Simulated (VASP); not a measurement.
# MnS (F-43m) in VASP: a series of runs

Runs on MnS. Level: PBEsol. Tasks: single point.

Program: VASP 6.6.1. These are calculated values, not measurements. Logs are shortened: lines on timing, memory, paths and dates and some standing lists are left out, and cuts for length are marked.

### 1 The cell of the first run

It takes space group F-43m (No. 216, cubic). The conventional cell has a = 4.846 Å, b = 4.846 Å, c = 4.846 Å, α = 90.00°, β = 90.00°, γ = 90.00°. Within 2.8 Å of Mn (site symmetry -43m) lie 4 S at 2.10 Å. Within 2.8 Å of S (site symmetry -43m) lie 4 Mn at 2.10 Å.

### 2 Single point, PBEsol, collinear spin, ferromagnetic start (14.22 Å³/atom)

INCAR reads:

```
  PREC = Accurate
  ENCUT = 520
  EDIFF = 1E-7
  ISMEAR = -1
  SIGMA = 0.05
  LREAL = F
  LASPH = T
  NELM = 150
  ALGO = Normal
  ISIF = 2
  LWAVE = F
  LCHARG = F
  ISPIN = 2
  MAGMOM = 4 0
  LORBIT = 11
  LMAXMIX = 4
  GGA = PS
  NBANDS = 20
```

KPOINTS reads:

```
Automatic mesh
0
Gamma
  9 9 9
```

POSCAR reads:

```
MnS
1.0
    0.0000000000      2.4229704058      2.4229704058
    2.4229704058      0.0000000000      2.4229704058
    2.4229704058      2.4229704058      0.0000000000
Mn S
1 1
Direct
    0.0000000000      0.0000000000      0.0000000000
    0.7500000000      0.7500000000      0.7500000000
```

Potentials or basis: VASP PAW PBE potentials, release 64 (Mn_pv, S).

Command:

```bash
cat potpaw_PBE.64/Mn_pv/POTCAR potpaw_PBE.64/S/POTCAR > POTCAR
mpirun -np 1 vasp_std > vasp.out
```

OUTCAR:

```text
PREC = Accurate
   ENCUT = 520
   EDIFF = 1E-7
   ISMEAR = -1
   LREAL = F
   LASPH = T
   NELM = 150
   ISIF = 2
   ISPIN = 2
   LORBIT = 11
   GGA = PS

 ion  position               nearest neighbor table
   1  0.000  0.000  0.000-   2 2.10   2 2.10   2 2.10   2 2.10
   2  0.750  0.750  0.750-   1 2.10   1 2.10   1 2.10   1 2.10

  LATTYP: Found a face centered cubic cell.
 ALAT       =     4.8459408116

  Lattice vectors:

 A1 = (   0.0000000000,   2.4229704058,   2.4229704058)
 A2 = (   2.4229704058,   0.0000000000,   2.4229704058)
 A3 = (   2.4229704058,   2.4229704058,   0.0000000000)

Analysis of symmetry for initial positions (statically):
=====================================================================
 Subroutine PRICEL returns:
 Original cell was already a primitive cell.

 Routine SETGRP: Setting up the symmetry group for a
 face centered cubic supercell.

 Subroutine GETGRP returns: Found 24 space group operations
 (whereof 24 operations were pure point group operations)
 out of a pool of 48 trial point group operations.

The static configuration has the point symmetry T_d .

Analysis of symmetry for dynamics (positions and initial velocities):
=====================================================================
 Subroutine PRICEL returns:
 Original cell was already a primitive cell.

 Routine SETGRP: Setting up the symmetry group for a
 face centered cubic supercell.

 Subroutine GETGRP returns: Found 24 space group operations
 (whereof 24 operations were pure point group operations)
 out of a pool of 48 trial point group operations.

The dynamic configuration has the point symmetry T_d .

Analysis of structural, dynamic, and magnetic symmetry:
=====================================================================
 Subroutine PRICEL returns:
 Original cell was already a primitive cell.

 Routine SETGRP: Setting up the symmetry group for a
 face centered cubic supercell.

 Subroutine GETGRP returns: Found 24 space group operations
 (whereof 24 operations were pure point group operations)
 out of a pool of 48 trial point group operations.

The overall configuration has the point symmetry T_d .

 Subroutine INISYM returns: Found 24 space group operations
 (whereof 24 operations are pure point group operations),
 and found     1 'primitive' translations

----------------------------------------------------------------------------------------

                                     Primitive cell

  volume of cell :      28.4495

  direct lattice vectors                    reciprocal lattice vectors
     0.000000000  2.422970406  2.422970406    -0.206358278  0.206358278  0.206358278
     2.422970406  0.000000000  2.422970406     0.206358278 -0.206358278  0.206358278
     2.422970406  2.422970406  0.000000000     0.206358278  0.206358278 -0.206358278

  length of vectors
     3.426597609  3.426597609  3.426597609     0.357423022  0.357423022  0.357423022

  position of ions in fractional coordinates (direct lattice)
     0.000000000  0.000000000  0.000000000
     0.750000000  0.750000000  0.750000000

  ion indices of the primitive-cell ions
   primitive index   ion index
                 1           1
                 2           2

----------------------------------------------------------------------------------------

 KPOINTS: Automatic mesh

Automatic generation of k-mesh.
 Grid dimensions read from file:
 generate k-points for:    9    9    9

 Generating k-lattice:

  Cartesian coordinates                     Fractional coordinates (reciprocal lattice)
    -0.022928698  0.022928698  0.022928698     0.111111111  0.000000000  0.000000000
     0.022928698 -0.022928698  0.022928698     0.000000000  0.111111111  0.000000000
     0.022928698  0.022928698 -0.022928698     0.000000000  0.000000000  0.111111111

  Length of vectors
     0.039713669  0.039713669  0.039713669

  Shift w.r.t. Gamma in fractional coordinates (k-lattice)
     0.000000000  0.000000000  0.000000000

 Subroutine IBZKPT returns following result:
 ===========================================

 Found     35 irreducible k-points:

 Following reciprocal coordinates:
            Coordinates               Weight
  0.000000  0.000000  0.000000      1.000000
  0.111111  0.000000  0.000000      8.000000
  0.222222  0.000000  0.000000      8.000000
  0.333333  0.000000  0.000000      8.000000
  0.444444  0.000000  0.000000      8.000000
  0.111111  0.111111  0.000000      6.000000
[... 16 lines left out ...]
 -0.333333  0.333333  0.000000     12.000000
  0.444444  0.444444  0.000000      6.000000
 [... further k-points ...]
   k-points           NKPTS =     35   k-points in BZ     NKDIM =     35   number of bands    NBANDS=     20
   number of dos      NEDOS =    301   number of ions     NIONS =      2
   total plane-waves  NPLWV =  21952
   dimension x,y,z NGX =    28 NGY =   28 NGZ =   28
   dimension x,y,z NGXF=    56 NGYF=   56 NGZF=   56
   ions per type =               1   1
   NGX,Y,Z   is equivalent  to a cutoff of  13.58, 13.58, 13.58 a.u.
   NGXF,Y,Z  is equivalent  to a cutoff of  27.17, 27.17, 27.17 a.u.
 SYSTEM =  unknown system
   PREC   = accura    normal or accurate (medium, high low for compatibility)
   ISTART =      0    job   : 0-new  1-cont  2-samecut
   ICHARG =      2    charge: 1-file 2-atom 10-const
   ISPIN  =      2    spin polarized calculation?
   LNONCOLLINEAR =      F non collinear calculations
   LSORBIT =      F    spin-orbit coupling
   LASPH  =      T    aspherical Exc in radial PAW
   ENCUT  =  520.0 eV  38.22 Ry    6.18 a.u.   6.37  6.37  6.37*2*pi/ulx,y,z
   NELM   =    150;   NELMIN=  2; NELMDL= -5     # of ELM steps
   EDIFF  = 0.1E-06   stopping-criterion for ELM
   LREAL  =      F    real-space projection
   EDIFFG = 0.1E-05   stopping-criterion for IOM
   NSW    =      0    number of steps for IOM
   IBRION =     -1    ionic relax: 0-MD 1-quasi-New 2-CG
   NFREE  =      0    steps in history (QN), initial steepest desc. (CG)
   ISIF   =      2    stress and relaxation
   ISYM   =      2    0-nonsym 1-usesym 2-fastsym
   POTIM  = 0.5000    time-step for ionic-motion
   TEBEG  =    0.0;   TEEND  =   0.0 temperature during run
   PSTRESS=    0.0 pullay stress
   NELECT =      19.0000    total number of electrons
   NUPDOWN=      -1.0000    fix difference up-down
   EMIN   =  10.00;   EMAX   =-10.00  energy-range for DOS
   EFERMI =   0.00;   METHOD = LEGACY
   ISMEAR =    -1;   SIGMA  =   0.05  broadening in eV -4-tet -1-fermi 0-gaus
   EFERMI_NEDOS =   21; number of points for ismear=-14 and -15
   IALGO  =     38    algorithm
   IMIX   =      4    mixing-type and parameters
     AMIX     =   0.40;   BMIX     =  1.00
     AMIX_MAG =   1.60;   BMIX_MAG =  1.00
  volume/ion in A,a.u.               =      14.22        95.99
  Fermi-wavevector in a.u.,A,eV,Ry     =   1.430983  2.704166 27.860833  2.047713
  Thomas-Fermi vector in A             =   2.550769
   LORBIT       =     11    0 simple, 1 ext, 2 COOP (PROOUT), +10 PAW based schemes
   GGA     = PS    functional components
   LHFCALC =     F    Hartree Fock is set to
   AEXX    =    0.0000 exact exchange contribution
   IVDW    =     0    specifies the selected vdW correction
   LEPSILON=     F    determine dielectric tensor
   LRPA    =     F    only Hartree local field effects (RPA)
 spin polarized calculation
  energy-cutoff  :      520.00
  volume of cell :       28.45
 maximum number of plane-waves:       779
 NGX is ok and might be reduce to    28
   NGX = 13   NGY = 13   NGZ = 13

 number of electron      19.0000010 magnetization       0.1310268

 Free energy of the ion-electron system (eV)
  ---------------------------------------------------
  ext. energy  EPLUGINS =         0.00000000
  ---------------------------------------------------
  free energy    TOTEN  =       -14.75254117 eV

  energy without entropy =      -14.73283020  energy(sigma->0) =      -14.74268569

 E-fermi :   8.0136     XC(G=0): -11.7402

 val. band max:        8.0057508505   @ k =   0.4444   0.4444   0.0000
 cond. band min:       8.0182991456   @ k =  -0.3333   0.4444   0.2222
 fundamental gap:      0.0125482951
 Fermi energy:         8.0135740742

 spin component 1

 k-point     1 :       0.0000    0.0000    0.0000
  band No.  band energies     occupation
      1     -39.5809      1.00000
      2     -39.5809      1.00000
      3     -39.5809      1.00000
      4      -7.5829      1.00000
      5       3.0944      1.00000
      6       3.0944      1.00000
[... 12 lines left out ...]
     19      23.9623      0.00000
     20      24.6256      0.00000

 k-point     2 :       0.1111    0.0000    0.0000
  band No.  band energies     occupation
      1     -39.5851      1.00000
      2     -39.5815      1.00000
      3     -39.5815      1.00000
      4      -7.4394      1.00000
      5       2.8391      1.00000
      6       3.1439      1.00000
[... 12 lines left out ...]
     19      23.3025      0.00000
     20      25.8928      0.00000

 k-point     3 :       0.2222    0.0000    0.0000
  band No.  band energies     occupation
      1     -39.5955      1.00000
      2     -39.5831      1.00000
      3     -39.5831      1.00000
      4      -7.0504      1.00000
      5       2.2344      1.00000
      6       3.2579      1.00000
[... 12 lines left out ...]
     19      23.0591      0.00000
     20      28.2469      0.00000

 k-point     4 :       0.3333    0.0000    0.0000
  band No.  band energies     occupation
      1     -39.6074      1.00000
      2     -39.5850      1.00000
      3     -39.5850      1.00000
      4      -6.5512      1.00000
      5       1.5748      1.00000
      6       3.3615      1.00000
[... 429 lines left out ...]
 k-point    23 :      -0.3333    0.3333    0.0000
  band No.  band energies     occupation
      1     -39.6086      1.00000
      2     -39.6016      1.00000
      3     -39.5898      1.00000
      4      -5.7683      1.00000
      5       1.8936      1.00000
      6       2.4033      1.00000
[... 12 lines left out ...]
     19      26.8452      0.00000
     20      27.8285      0.00000

 k-point    24 :       0.4444    0.4444    0.0000
  band No.  band energies     occupation
      1     -39.6148      1.00000
      2     -39.5936      1.00000
      3     -39.5936      1.00000
      4      -5.7123      1.00000
      5       1.0225      1.00000
      6       3.8460      1.00000
[... 12 lines left out ...]
     19      25.8477      0.00000
     20      25.8477      0.00000

 [... further k-points ...]

 spin component 2

 k-point     1 :       0.0000    0.0000    0.0000
  band No.  band energies     occupation
      1     -39.4576      1.00000
      2     -39.4576      1.00000
      3     -39.4576      1.00000
      4      -7.5757      1.00000
      5       3.1278      1.00000
      6       3.1278      1.00000
[... 12 lines left out ...]
     19      23.9645      0.00000
     20      24.6464      0.00000

 k-point     2 :       0.1111    0.0000    0.0000
  band No.  band energies     occupation
      1     -39.4618      1.00000
      2     -39.4582      1.00000
      3     -39.4582      1.00000
      4      -7.4323      1.00000
      5       2.8697      1.00000
      6       3.1772      1.00000
[... 12 lines left out ...]
     19      23.3157      0.00000
     20      25.9142      0.00000

 k-point     3 :       0.2222    0.0000    0.0000
  band No.  band energies     occupation
      1     -39.4724      1.00000
      2     -39.4599      1.00000
      3     -39.4599      1.00000
      4      -7.0437      1.00000
      5       2.2588      1.00000
      6       3.2915      1.00000
[... 12 lines left out ...]
     19      23.0813      0.00000
     20      28.2652      0.00000

 k-point     4 :       0.3333    0.0000    0.0000
  band No.  band energies     occupation
      1     -39.4844      1.00000
      2     -39.4617      1.00000
      3     -39.4617      1.00000
      4      -6.5451      1.00000
      5       1.5932      1.00000
      6       3.3964      1.00000
[... 429 lines left out ...]
 k-point    23 :      -0.3333    0.3333    0.0000
  band No.  band energies     occupation
      1     -39.4856      1.00000
      2     -39.4785      1.00000
      3     -39.4666      1.00000
      4      -5.7631      1.00000
      5       1.9181      1.00000
      6       2.4198      1.00000
[... 12 lines left out ...]
     19      26.8635      0.00000
     20      27.8428      0.00000

 k-point    24 :       0.4444    0.4444    0.0000
  band No.  band energies     occupation
      1     -39.4918      1.00000
      2     -39.4704      1.00000
      3     -39.4704      1.00000
      4      -5.7072      1.00000
      5       1.0482      1.00000
      6       3.8661      1.00000
[... 12 lines left out ...]
     19      25.8658      0.00000
     20      25.8658      0.00000

 [... further k-points ...]

------------------------ aborting loop because EDIFF is reached ----------------------------------------

  FORCE on cell =-STRESS in cart. coord.  units (eV):
  Direction    XX          YY          ZZ          XY          YZ          ZX
  --------------------------------------------------------------------------------------
  -------------------------------------------------------------------------------------
  Total        1.2415903      1.2415903      1.2415903      0.0000000      0.0000000      0.0000000
  in kB       69.9221167     69.9221167     69.9221167      0.0000000      0.0000000      0.0000000
  external PRESSURE =      69.9221167 kB  Pullay stress =       0.0000000 kB

 VOLUME and BASIS-vectors are now :
 -----------------------------------------------------------------------------
  energy-cutoff  :      520.00
  volume of cell :       28.45
      direct lattice vectors                 reciprocal lattice vectors
     0.000000000  2.422970406  2.422970406    -0.206358278  0.206358278  0.206358278
     2.422970406  0.000000000  2.422970406     0.206358278 -0.206358278  0.206358278
     2.422970406  2.422970406  0.000000000     0.206358278  0.206358278 -0.206358278

 POSITION                                       TOTAL-FORCE (eV/Angst)
 -----------------------------------------------------------------------------------
      0.00000      0.00000      0.00000         0.000000      0.000000      0.000000
      3.63446      3.63446      3.63446        -0.000000     -0.000000     -0.000000
 -----------------------------------------------------------------------------------
    total drift:                               -0.000001     -0.000001     -0.000001

  FREE ENERGIE OF THE ION-ELECTRON SYSTEM (eV)
  ---------------------------------------------------
  free  energy   TOTEN  =       -14.7525411732 eV

  energy  without entropy=      -14.7328302006  energy(sigma->0) =      -14.74268569

 total charge

# of ion       s       p       d       tot
------------------------------------------
    1        0.381   6.352   5.449  12.183
    2        1.319   2.430   0.000   3.749
--------------------------------------------------
tot          1.701   8.782   5.449  15.932

 magnetization (x)

# of ion       s       p       d       tot
------------------------------------------
    1        0.005   0.002   0.119   0.126
    2       -0.001  -0.002   0.000  -0.003
--------------------------------------------------
tot          0.004  -0.000   0.119   0.123
```

Wall time 59 s (1 thread of Intel Xeon Platinum 8259CL at 2.50GHz (Skylake/Cascade Lake), shared host); peak memory 0.19 GiB.

Results:

```yaml
Free_energy: -14.7525 eV
Pressure: 7.0 GPa
Net_moment: 0.13 μB per cell
Site_moments: Mn +0.13; S -0.00 μB
Valence_electrons_inside_the_program's_atomic_spheres: Mn 12.18; S 3.75
```

Caveat: the cell stands under pressure; the PAW data sets were made with another functional, which shifts forces and pressure a little; semilocal functionals often make such compounds metallic where correlation or magnetic order opens a gap, which also shifts bond lengths. With open d or f shells a metallic result of PBEsol can be an artefact of self-interaction; +U or a hybrid may open a gap.

[end of part 1 of 2]
